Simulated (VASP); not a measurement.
# CoIr6Pt9 (P1) in VASP: single point with PBEsol

Aim: the single point of CoIr6Pt9 with PBEsol.

All numbers are computed with VASP 6.6.1; they aren't measurements. Logs are shortened: lines on timing, memory, paths and dates and some standing lists are left out, and cuts for length are marked.

### Step 1. The cell of the first run

The typed cell holds 16 atoms: a = 6.688 Å, b = 6.695 Å, c = 6.693 Å, α = 109.48°, β = 109.52°, γ = 109.49°.

### Step 2. Single point, PBEsol, collinear spin, ferromagnetic start

INCAR reads:

```
  ALGO = Normal
  EDIFF = 1E-6
  ENCUT = 520
  GGA = PS
  ISIF = 2
  ISMEAR = 0
  ISPIN = 2
  ISYM = 0
  LASPH = True
  LCHARG = True
  LELF = True
  LMAXMIX = 4
  LORBIT = 11
  LREAL = Auto
  LVHAR = True
  LWAVE = False
  MAGMOM = 3 0 0 0 0 0 0 0 0 0 0 0 0 0 0 0
  NBANDS = 94
  NELM = 150
  PREC = Accurate
  SIGMA = 0.1
```

KPOINTS reads:

```
k-points
0
Gamma
  3 3 3
```

POSCAR reads:

```
CoIr6Pt9
1.0
   -3.8661066525      3.8593220455     -3.8580531735
    3.8654530713      3.8659080219      3.8652927311
    3.8637383183     -3.8665616031     -3.8629243970
Co Ir Pt
1 6 9
Direct
    0.2536994649      0.2644404771      0.5115032532
    0.0022345464      0.2576690142      0.7495368074
    0.7427801590      0.4955097409      0.7474392050
    0.4964407001      0.7436474160      0.7481035662
    1.0024599042      0.4960669974      0.5007762504
    0.7485770088      0.2514921764     -0.0042207361
    0.4952024857      0.4950514235      0.9861770168
    0.2504362388      0.0048659702      0.7454665369
    0.4997184448      1.0050474450      0.5022781253
    0.7560046291      0.0049975115      0.2507944649
    0.5013631605      0.2536491320      0.2513612796
    0.7486397141      0.7492186696      0.4989887998
   -0.0027857086      0.0010986497      0.9988262322
    0.2471545785      0.4957220818      0.2512570871
   -0.0033591186      0.7482238731      0.2469300755
    0.2480118748      0.7463182748     -0.0060849356
```

Potentials or basis: VASP PAW PBE potentials, release 64 (Co, Ir, Pt).

Started as:

```console
cat potpaw_PBE.64/Co/POTCAR potpaw_PBE.64/Ir/POTCAR potpaw_PBE.64/Pt/POTCAR > POTCAR
mpirun -np 1 vasp_std > vasp.out
```

OUTCAR:

```text
EDIFF = 1E-6
   ENCUT = 520
   GGA = PS
   ISIF = 2
   ISMEAR = 0
   ISPIN = 2
   ISYM = 0
   LASPH = True
   LORBIT = 11
   LREAL = Auto
   NELM = 150
   PREC = Accurate

 ion  position               nearest neighbor table
   1  0.254  0.264  0.512-   7 2.59   4 2.62   5 2.64   3 2.67   2 2.68  14 2.69   8 2.70  10 2.72
                             9 2.76  11 2.78  13 2.80  15 2.82
   2  0.002  0.258  0.750-   5 2.66  16 2.67   1 2.68   7 2.69   3 2.72  10 2.72   6 2.73   8 2.74
                            14 2.74   9 2.74  13 2.77  12 2.78
   3  0.743  0.496  0.747-   7 2.66   1 2.67   9 2.68   6 2.69   4 2.70  11 2.71   2 2.72  15 2.73
                            12 2.75  16 2.76  13 2.76   5 2.77
   4  0.496  0.744  0.748-   1 2.62   7 2.66   5 2.70  16 2.70   3 2.70  14 2.71  13 2.73  12 2.74
                            10 2.75   8 2.77   9 2.77   6 2.77
   5  0.002  0.496  0.501-   1 2.64   2 2.66  10 2.68  16 2.69   4 2.70  14 2.70  11 2.73   6 2.76
                            15 2.77   3 2.77  12 2.77   8 2.78
   6  0.749  0.251  0.996-   3 2.69   9 2.69  15 2.71   7 2.72   8 2.72  14 2.72  13 2.73   2 2.73
                            10 2.74  11 2.75   5 2.76   4 2.77
   7  0.495  0.495  0.986-   1 2.59   3 2.66   4 2.66   8 2.68   2 2.69   6 2.72  16 2.72  15 2.74
                            11 2.77  10 2.79  12 2.80  14 2.80
   8  0.250  0.005  0.745-   7 2.68   9 2.69   1 2.70   6 2.72  15 2.72   2 2.74  12 2.74  11 2.76
                            13 2.77  16 2.77   4 2.77   5 2.78
   9  0.500  0.005  0.502-   3 2.68   8 2.69   6 2.69  11 2.73   2 2.74  15 2.74  12 2.76   1 2.76
                             4 2.77  10 2.77  16 2.78  14 2.78
  10  0.756  0.005  0.251-   5 2.68  13 2.70   1 2.72  15 2.72   2 2.72   6 2.74   4 2.75  11 2.75
                            12 2.76  16 2.77   9 2.77   7 2.79
  11  0.501  0.254  0.251-  12 2.71   3 2.71  14 2.71   9 2.73   5 2.73   6 2.75  10 2.75  13 2.75
                             8 2.76   7 2.77  16 2.77   1 2.78
  12  0.749  0.749  0.499-  11 2.71  13 2.73  15 2.73  14 2.74   8 2.74   4 2.74   3 2.75  10 2.76
                             9 2.76   5 2.77   2 2.78   7 2.80
  13  0.997  0.001  0.999-  10 2.70  14 2.70   6 2.73  12 2.73   4 2.73  15 2.74  11 2.75   3 2.76
                            16 2.76   2 2.77   8 2.77   1 2.80
  14  0.247  0.496  0.251-   1 2.69   5 2.70  13 2.70  11 2.71   4 2.71   6 2.72  12 2.74   2 2.74
                            15 2.75  16 2.78   9 2.78   7 2.80
  15  0.997  0.748  0.247-   6 2.71  10 2.72   8 2.72   3 2.73  12 2.73   7 2.74  13 2.74   9 2.74
                            14 2.75  16 2.76   5 2.77   1 2.82
  16  0.248  0.746  0.994-   2 2.67   5 2.69   4 2.70   7 2.72  15 2.76   3 2.76  13 2.76   8 2.77
                            10 2.77  11 2.77   9 2.78  14 2.78

IMPORTANT INFORMATION: All symmetrisations will be switched off!
NOSYMM: (Re-)initialisation of all symmetry stuff for point group C_1.

----------------------------------------------------------------------------------------

                                     Primitive cell

  volume of cell :     230.5087

  direct lattice vectors                    reciprocal lattice vectors
[... 163 lines left out ...]
  band No.  band energies     occupation
      1       0.1747      1.00000
      2       3.2484      1.00000
      3       3.4756      1.00000
      4       3.4986      1.00000
      5       3.8390      1.00000
      6       3.8642      1.00000
[... 1263 lines left out ...]
     87      12.2512      0.00000
     88      12.2904      0.00000
 Fermi energy:        10.9733542792

 spin component 2

 k-point     1 :       0.0000    0.0000    0.0000
  band No.  band energies     occupation
      1       0.1747      1.00000
      2       3.2484      1.00000
      3       3.4756      1.00000
      4       3.4986      1.00000
      5       3.8390      1.00000
      6       3.8643      1.00000
[... 1263 lines left out ...]
     87      12.2512      0.00000
     88      12.2904      0.00000
 [bands above 88 left out]

------------------------ aborting loop because EDIFF is reached ----------------------------------------

  FORCE on cell =-STRESS in cart. coord.  units (eV):
  Direction    XX          YY          ZZ          XY          YZ          ZX
  --------------------------------------------------------------------------------------
  -------------------------------------------------------------------------------------
  Total       -1.1069587     -0.9677590     -1.5416946     -0.2479107      0.2154876      0.0982323
  in kB       -7.6940437     -6.7265205    -10.7157254     -1.7231318      1.4977713      0.6827749
  external PRESSURE =      -8.3787632 kB  Pullay stress =       0.0000000 kB

 VOLUME and BASIS-vectors are now :
 -----------------------------------------------------------------------------
  energy-cutoff  :      520.00
  volume of cell :      230.51
      direct lattice vectors                 reciprocal lattice vectors
    -3.866106653  3.859322045 -3.858053174     0.000050679  0.129567476 -0.129638782
     3.865453071  3.865908022  3.865292731     0.129390636  0.129457081 -0.000161074
     3.863738318 -3.866561603 -3.862924397     0.129419349  0.000132361 -0.129557100

 POSITION                                       TOTAL-FORCE (eV/Angst)
 -----------------------------------------------------------------------------------
      2.01767      0.02365     -1.93254         0.113010      0.018315     -0.045109
      3.88338     -1.89338     -1.90806        -0.079247      0.042600     -0.009279
      1.93161      1.89220     -3.83770        -0.003194     -0.045721      0.042225
      3.84572      1.89821     -1.93075        -0.076657     -0.042939      0.010082
      3.84288     -0.00904     -0.02651        -0.000533      0.018126     -0.013702
      1.92548      0.01100     -5.76258        -0.053860     -0.026613     -0.033141
[... 8 lines left out ...]
     -0.00682      5.78415     -1.90686         0.049349      0.084893     -0.027848
      5.76625     -0.00068     -1.91152         0.063795     -0.004985      0.003334
 -----------------------------------------------------------------------------------
    total drift:                               -0.003075      0.001250     -0.003323

  FREE ENERGIE OF THE ION-ELECTRON SYSTEM (eV)
  ---------------------------------------------------
  free  energy   TOTEN  =      -128.9064907825 eV

  energy  without entropy=     -128.7968809864  energy(sigma->0) =     -128.85168588

 total charge

# of ion       s       p       d       tot
------------------------------------------
    1        0.392   0.444   7.305   8.140
    2        0.649   0.671   6.954   8.273
    3        0.653   0.688   6.934   8.275
    4        0.649   0.670   6.953   8.272
    5        0.648   0.666   6.957   8.271
    6        0.646   0.678   6.943   8.266
[... 8 lines left out ...]
   15        0.666   0.674   8.059   9.399
   16        0.669   0.691   8.053   9.412
--------------------------------------------------
tot         10.302  10.632 121.447 142.381

 magnetization (x)

# of ion       s       p       d       tot
------------------------------------------
    1       -0.000  -0.000   0.000   0.000
    2       -0.000  -0.000   0.000   0.000
    3        0.000  -0.000   0.000   0.000
    4        0.000  -0.000   0.000   0.000
    5        0.000  -0.000   0.000   0.000
    6        0.000   0.000   0.000   0.000
[... 8 lines left out ...]
   15        0.000  -0.000   0.000   0.000
   16       -0.000  -0.000   0.000   0.000
--------------------------------------------------
tot         -0.000  -0.000   0.001   0.001
```

OSZICAR:

```text
N       E                     dE             d eps       ncg     rms          rms(c)
DAV:   1     0.155456270106E+04    0.15546E+04   -0.70089E+04  5264   0.166E+03
DAV:   2     0.984437251265E+01   -0.15447E+04   -0.14736E+04  5312   0.458E+02
[... 23 lines left out ...]
DAV:  26    -0.128906597159E+03    0.25498E-03   -0.49142E-04  7050   0.114E-01    0.173E-01
DAV:  27    -0.128906521587E+03    0.75572E-04   -0.12643E-04  7322   0.561E-02    0.973E-02
DAV:  28    -0.128906503382E+03    0.18205E-04   -0.38081E-05  6846   0.302E-02    0.565E-02
DAV:  29    -0.128906492580E+03    0.10802E-04   -0.26053E-05  5528   0.242E-02    0.227E-02
DAV:  30    -0.128906491069E+03    0.15119E-05   -0.76094E-06  4934   0.131E-02    0.106E-02
DAV:  31    -0.128906490782E+03    0.28611E-06   -0.12166E-06  3070   0.655E-03
   1 F= -.12890649E+03 E0= -.12885169E+03  d E =-.109610E+00  mag=     0.0007
```

stdout:

```text
POSCAR found type information on POSCAR CoIrPt
 POSCAR found :  3 types and      16 ions
 scaLAPACK will be used
 -----------------------------------------------------------------------------
|                                                                             |
|                                                                             |
|     You enforced a specific xc type in the INCAR file but a different       |
|     I HOPE YOU KNOW WHAT YOU ARE DOING!                                     |
|                                                                             |
 -----------------------------------------------------------------------------

 LDA part: xc-table for (Slater+PW92), standard interpolation
 POSCAR, INCAR and KPOINTS ok, starting setup
 FFT: planning ... GRIDC
 FFT: planning ... GRID_SOFT
 FFT: planning ... GRID
 WAVECAR not read
 entering main loop
```

It took 87 min on 1 thread of Oxide Virtual Turin-like, shared host; peak memory 0.67 GiB.

Results:

- Free energy: -128.9065 eV
- Pressure: -0.8 GPa
- Largest force: 0.123 eV/Å
- Net moment: 0.00 μB per cell
- Valence electrons inside the program's atomic spheres: Co 8.14; Ir 8.27, 8.28 (each value once); Pt 9.40, 9.39, 9.41 (each value once)

Forces on the atoms (eV/Å):
```
Co   0.113  0.018 -0.045
Ir  -0.079  0.043 -0.009
Ir  -0.003 -0.046  0.042
Ir  -0.077 -0.043  0.010
Ir  -0.001  0.018 -0.014
Ir  -0.054 -0.027 -0.033
Ir  -0.040 -0.025  0.072
Pt   0.014  0.001 -0.005
Pt  -0.013 -0.008  0.050
Pt   0.034  0.028 -0.009
Pt   0.004 -0.055  0.008
Pt  -0.038  0.017 -0.008
Pt   0.024  0.018 -0.067
Pt   0.002 -0.020  0.033
Pt   0.049  0.085 -0.028
Pt   0.064 -0.005  0.003
```

Levels at points of the mesh, in eV from the Fermi level:
Spin up:
```
           k point  band 74  band 75  band 76  band 77  band 78  band 79  band 80  band 81  band 82  band 83
(0.00, 0.00, 0.00)     0.25     0.37     0.43     0.61     0.69     0.71     0.72     1.04     1.55     1.57
```
Spin down:
```
           k point  band 76  band 77  band 78  band 79  band 80  band 81
(0.00, 0.00, 0.00)     0.43     0.61     0.69     0.71     0.72     1.04
```

Caveat: the k points lie up to 0.38 Å⁻¹ apart; the moments typed at the start vanished in this run; the PAW data sets were made with another functional, which shifts forces and pressure a little; spin-orbit coupling is left out, which moves the levels of the heavy elements.
